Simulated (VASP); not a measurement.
# AlN (I4/mmm) in VASP: a series of runs, part 2 of 2

VASP 6.6.1. The steps go on from the part before.

## Step 3: Single point, r2SCAN (epitaxial xy strain +2.0%)

The input, POSCAR:

```
AlN
1.0
    0.0000000000      2.0592458212      1.9894038838
    2.0592458212      0.0000000000      1.9894038838
    2.0592458212      2.0592458212      0.0000000000
Al N
1 1
Direct
    0.0000000000      0.0000000000      0.0000000000
    0.5000000000      0.5000000000      0.5000000000
```

The input, INCAR.step1:

```
  ALGO = Normal
  EDIFF = 1E-4
  ENCUT = 520
  GGA = PE
  ISMEAR = 0
  LASPH = True
  LCHARG = False
  LREAL = False
  LWAVE = True
  NBANDS = 11
  NELM = 100
  PREC = Accurate
  SIGMA = 0.01
```

The input, INCAR.step2:

```
  ALGO = Normal
  EDIFF = 1E-6
  ENCUT = 520
  ISIF = 2
  ISMEAR = 0
  ISTART = 1
  LASPH = True
  LCHARG = False
  LMIXTAU = True
  LREAL = False
  LWAVE = False
  METAGGA = R2SCAN
  NBANDS = 11
  NELM = 100
  PREC = Accurate
  SIGMA = 0.01
```

The input, KPOINTS:

```
k-points
0
Gamma
  10 10 10
```

Potentials or basis: VASP PAW PBE potentials, release 64 (Al, N).

Started as:

```
> cat potpaw_PBE.64/Al/POTCAR potpaw_PBE.64/N/POTCAR > POTCAR
> cp INCAR.step1 INCAR
> mpirun -np 1 vasp_std > vasp.out
> cp INCAR.step2 INCAR
> mpirun -np 1 vasp_std > vasp.out
```

OUTCAR:

```text
EDIFF = 1E-6
   ENCUT = 520
   ISIF = 2
   ISMEAR = 0
   ISTART = 1
   LASPH = True
   LREAL = False
   METAGGA = R2SCAN
   NELM = 100
   PREC = Accurate

 ion  position               nearest neighbor table
   1  0.000  0.000  0.000-   2 1.99   2 1.99   2 2.06   2 2.06   2 2.06   2 2.06
   2  0.500  0.500  0.500-   1 1.99   1 1.99   1 2.06   1 2.06   1 2.06   1 2.06

  LATTYP: Found a body centered tetragonal cell.
 ALAT       =     2.9122133686
 C/A-ratio  =     1.3662487133

  Lattice vectors:

 A1 = (   0.0000000000,  -2.0592458212,  -1.9894038838)
 A2 = (   0.0000000000,   2.0592458212,  -1.9894038838)
 A3 = (   2.0592458212,   0.0000000000,   1.9894038838)

Analysis of symmetry for initial positions (statically):
=====================================================================
 Subroutine PRICEL returns:
 Original cell was already a primitive cell.

 Routine SETGRP: Setting up the symmetry group for a
 body centered tetragonal supercell.

 Subroutine GETGRP returns: Found 16 space group operations
 (whereof 16 operations were pure point group operations)
 out of a pool of 16 trial point group operations.

The static configuration has the point symmetry D_4h.

Analysis of symmetry for dynamics (positions and initial velocities):
=====================================================================
 Subroutine PRICEL returns:
 Original cell was already a primitive cell.

 Routine SETGRP: Setting up the symmetry group for a
 body centered tetragonal supercell.

 Subroutine GETGRP returns: Found 16 space group operations
 (whereof 16 operations were pure point group operations)
 out of a pool of 16 trial point group operations.

The dynamic configuration has the point symmetry D_4h.

 Subroutine INISYM returns: Found 16 space group operations
 (whereof 16 operations are pure point group operations),
 and found     1 'primitive' translations

----------------------------------------------------------------------------------------

                                     Primitive cell

  volume of cell :      16.8721

  direct lattice vectors                    reciprocal lattice vectors
     0.000000000  2.059245821  1.989403884    -0.242807340  0.242807340  0.251331569
     2.059245821  0.000000000  1.989403884     0.242807340 -0.242807340  0.251331569
     2.059245821  2.059245821  0.000000000     0.242807340  0.242807340 -0.251331569

  length of vectors
     2.863253598  2.863253598  2.912213369     0.425533038  0.425533038  0.425533038

  position of ions in fractional coordinates (direct lattice)
     0.000000000  0.000000000  0.000000000
     0.500000000  0.500000000  0.500000000

  ion indices of the primitive-cell ions
   primitive index   ion index
                 1           1
                 2           2

----------------------------------------------------------------------------------------

 KPOINTS: k-points

Automatic generation of k-mesh.
 Grid dimensions read from file:
 generate k-points for:   10   10   10

 Generating k-lattice:

  Cartesian coordinates                     Fractional coordinates (reciprocal lattice)
    -0.024280734  0.024280734  0.025133157     0.100000000 -0.000000000  0.000000000
     0.024280734 -0.024280734  0.025133157    -0.000000000  0.100000000  0.000000000
     0.024280734  0.024280734 -0.025133157     0.000000000  0.000000000  0.100000000

  Length of vectors
     0.042553304  0.042553304  0.042553304

  Shift w.r.t. Gamma in fractional coordinates (k-lattice)
     0.000000000  0.000000000  0.000000000

 Subroutine IBZKPT returns following result:
 ===========================================

 Found    102 irreducible k-points:

 Following reciprocal coordinates:
            Coordinates               Weight
  0.000000  0.000000  0.000000      1.000000
  0.100000  0.000000  0.000000      8.000000
  0.200000  0.000000  0.000000      8.000000
  0.300000  0.000000  0.000000      8.000000
  0.400000 -0.000000  0.000000      8.000000
  0.500000 -0.000000  0.000000      4.000000
[... 16 lines left out ...]
  0.300000  0.300000  0.000000      2.000000
  0.400000  0.300000  0.000000      8.000000
 [... further k-points ...]
   k-points           NKPTS =    102   k-points in BZ     NKDIM =    102   number of bands    NBANDS=     11
   number of dos      NEDOS =    301   number of ions     NIONS =      2
   total plane-waves  NPLWV =  13824
   dimension x,y,z NGX =    24 NGY =   24 NGZ =   24
   dimension x,y,z NGXF=    48 NGYF=   48 NGZF=   48
   ions per type =               1   1
   NGX,Y,Z   is equivalent  to a cutoff of  13.93, 13.93, 13.70 a.u.
   NGXF,Y,Z  is equivalent  to a cutoff of  27.87, 27.87, 27.40 a.u.
 SYSTEM =  unknown system
   PREC   = accura    normal or accurate (medium, high low for compatibility)
   ISTART =      1    job   : 0-new  1-cont  2-samecut
   ICHARG =      0    charge: 1-file 2-atom 10-const
   ISPIN  =      1    spin polarized calculation?
   LNONCOLLINEAR =      F non collinear calculations
   LSORBIT =      F    spin-orbit coupling
   LASPH  =      T    aspherical Exc in radial PAW
   ENCUT  =  520.0 eV  38.22 Ry    6.18 a.u.   5.32  5.32  5.41*2*pi/ulx,y,z
   NELM   =    100;   NELMIN=  2; NELMDL=  0     # of ELM steps
   EDIFF  = 0.1E-05   stopping-criterion for ELM
   LREAL  =      F    real-space projection
   EDIFFG = 0.1E-04   stopping-criterion for IOM
   NSW    =      0    number of steps for IOM
   IBRION =     -1    ionic relax: 0-MD 1-quasi-New 2-CG
   NFREE  =      0    steps in history (QN), initial steepest desc. (CG)
   ISIF   =      2    stress and relaxation
   ISYM   =      2    0-nonsym 1-usesym 2-fastsym
   POTIM  = 0.5000    time-step for ionic-motion
   TEBEG  =    0.0;   TEEND  =   0.0 temperature during run
   PSTRESS=    0.0 pullay stress
   NELECT =       8.0000    total number of electrons
   NUPDOWN=      -1.0000    fix difference up-down
   EMIN   =  10.00;   EMAX   =-10.00  energy-range for DOS
   EFERMI =   0.00;   METHOD = LEGACY
   ISMEAR =     0;   SIGMA  =   0.01  broadening in eV -4-tet -1-fermi 0-gaus
   EFERMI_NEDOS =   21; number of points for ismear=-14 and -15
   IALGO  =     38    algorithm
   IMIX   =      4    mixing-type and parameters
     AMIX     =   0.40;   BMIX     =  1.00
     AMIX_MAG =   1.60;   BMIX_MAG =  1.00
  volume/ion in A,a.u.               =       8.44        56.93
  Fermi-wavevector in a.u.,A,eV,Ry     =   1.276581  2.412388 22.172858  1.629659
  Thomas-Fermi vector in A             =   2.409229
   LORBIT       =      0    0 simple, 1 ext, 2 COOP (PROOUT), +10 PAW based schemes
   METAGGA = R2SCAN    functional components
   LHFCALC =     F    Hartree Fock is set to
   AEXX    =    0.0000 exact exchange contribution
   IVDW    =     0    specifies the selected vdW correction
   LEPSILON=     F    determine dielectric tensor
   LRPA    =     F    only Hartree local field effects (RPA)
 non-spin polarized calculation
 Gauss-broadening in eV      SIGMA  =   0.01
  energy-cutoff  :      520.00
  volume of cell :       16.87
 maximum number of plane-waves:       471
 NGX is ok and might be reduce to    24
   NGX = 11   NGY = 11   NGZ = 11

 number of electron       8.0000000 magnetization

 Free energy of the ion-electron system (eV)
  ---------------------------------------------------
  ext. energy  EPLUGINS =         0.00000000
  ---------------------------------------------------
  free energy    TOTEN  =       -18.87584217 eV

  energy without entropy =      -18.87584217  energy(sigma->0) =      -18.87584217

 E-fermi :   9.6925     XC(G=0): -12.7734

 val. band max:        9.5933330043   @ k =   0.0000   0.0000   0.0000
 cond. band min:      14.5989366681   @ k =   0.5000   0.5000   0.0000
 fundamental gap:      5.0056036639
 Fermi energy:         9.6924527716

 k-point     1 :       0.0000    0.0000    0.0000
  band No.  band energies     occupation
      1      -8.7070      2.00000
      2       9.3239      2.00000
      3       9.5933      2.00000
      4       9.5933      2.00000
      5      15.6930      0.00000
      6      22.2031      0.00000
      7      22.2031      0.00000
      8      22.6820      0.00000
      9      27.3517      0.00000
     10      28.0962      0.00000
     11      28.5299      0.00000
[... 309 lines left out ...]
 k-point    24 :       0.4000    0.3000    0.0000
  band No.  band energies     occupation
      1      -5.6307      2.00000
      2       3.5707      2.00000
      3       6.6313      2.00000
      4       7.0570      2.00000
      5      16.2498      0.00000
      6      16.9779      0.00000
      7      22.8398      0.00000
      8      25.7734      0.00000
      9      26.6935      0.00000
     10      31.9405      0.00000
     11      35.6759      0.00000

 [... further k-points ...]
[... 5 lines left out ...]
  --------------------------------------------------------------------------------------
  -------------------------------------------------------------------------------------
  Total       -1.0289474     -1.0289474     -0.0673090      0.0000000      0.0000000      0.0000000
  in kB      -97.7089636    -97.7089636     -6.3916727      0.0000000      0.0000000      0.0000000
  external PRESSURE =     -67.2698666 kB  Pullay stress =       0.0000000 kB

 VOLUME and BASIS-vectors are now :
 -----------------------------------------------------------------------------
  energy-cutoff  :      520.00
  volume of cell :       16.87
      direct lattice vectors                 reciprocal lattice vectors
     0.000000000  2.059245821  1.989403884    -0.242807340  0.242807340  0.251331569
     2.059245821  0.000000000  1.989403884     0.242807340 -0.242807340  0.251331569
     2.059245821  2.059245821  0.000000000     0.242807340  0.242807340 -0.251331569

 POSITION                                       TOTAL-FORCE (eV/Angst)
 -----------------------------------------------------------------------------------
      0.00000      0.00000      0.00000         0.000000     -0.000000     -0.000000
      2.05925      2.05925      1.98940        -0.000000      0.000000      0.000000
 -----------------------------------------------------------------------------------
    total drift:                               -0.000000     -0.000000      0.000000

  FREE ENERGIE OF THE ION-ELECTRON SYSTEM (eV)
  ---------------------------------------------------
  free  energy   TOTEN  =       -18.8758421706 eV

  energy  without entropy=      -18.8758421706  energy(sigma->0) =      -18.87584217
```

OUTCAR.step1:

```text
EDIFF = 1E-4
   ENCUT = 520
   GGA = PE
   ISMEAR = 0
   LASPH = True
[... 558 lines left out ...]
 -----------------------------------------------------------------------------------
      0.00000      0.00000      0.00000         0.000000     -0.000000      0.000000
      2.05925      2.05925      1.98940         0.000000      0.000000     -0.000000
 -----------------------------------------------------------------------------------
    total drift:                               -0.000000     -0.000000      0.000000

  FREE ENERGIE OF THE ION-ELECTRON SYSTEM (eV)
  ---------------------------------------------------
  free  energy   TOTEN  =       -14.5348851479 eV

  energy  without entropy=      -14.5348851479  energy(sigma->0) =      -14.53488515
```

Run time: 22 s. Hardware: 1 thread of Intel Xeon 6975P-C (Granite Rapids), shared host; peak memory 0.14 GiB.

Results:

```
Free energy            : -18.8758 eV
Pressure               : -6.7 GPa
Band gap on the k mesh : 5.01 eV, indirect (least direct gap 6.10 eV)
```

Levels at points of the mesh, in eV from the valence-band top:
| k point | band 2 | band 3 | band 4 | band 5 | band 6 | band 7 |
| --- | --- | --- | --- | --- | --- | --- |
| (0.00, 0.00, 0.00) | -0.27 | 0.00 | 0.00 | 6.10 | 12.61 | 12.61 |
| (0.50, 0.00, 0.00) | -8.39 | -1.27 | -1.15 | 6.65 | 11.25 | 12.12 |
| (0.50, 0.50, 0.00) | -7.39 | -3.10 | -3.10 | 5.01 | 5.71 | 15.31 |
| (0.50, 0.00, 0.50) | -7.54 | -3.07 | -2.61 | 5.31 | 6.05 | 14.86 |

Caveat: the cell differs from its parent crystal (epitaxial xy strain +2.0%); the PAW data sets were made with another functional, which shifts forces and pressure a little.
